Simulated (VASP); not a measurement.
Input of a VASP 6.6.1 run:

Contents of INCAR:

```
SYSTEM = LiGa
PREC = Accurate
ENCUT = 520
EDIFF = 1E-6
ISMEAR = 0
SIGMA = 0.1
LREAL = .False.
LASPH = .True.
NELM = 80
ALGO = Normal
ISIF = 2
LWAVE = .False.
LCHARG = .False.
GGA = CA
NBANDS = 24
```

File KPOINTS:

```
regular mesh
0
Gamma
  7 7 7
  0 0 0
```

POSCAR

```
LiGa
1.0
    0.0000000000      3.0286596366      3.0286596366
    3.0286596366      0.0000000000      3.0286596366
    3.0286596366      3.0286596366      0.0000000000
Li Ga
2 2
Direct
    0.5000000000      0.5000000000      0.5000000000
    0.7500000000      0.7500000000      0.7500000000
    0.0000000000      0.0000000000      0.0000000000
    0.2500000000      0.2500000000      0.2500000000
```

Potentials or basis: VASP PAW LDA potentials, release 64 (Li_sv, Ga_d).

The run is started by

```sh
$ cat potpaw_LDA.64/Li_sv/POTCAR potpaw_LDA.64/Ga_d/POTCAR > POTCAR
$ mpirun -np 1 vasp_std > vasp.out
```

Task: Estimate the band gap on the k mesh.

Result: Zero (band 16 reaches 6.35 eV, above the bottom of band 17 at 5.95 eV).
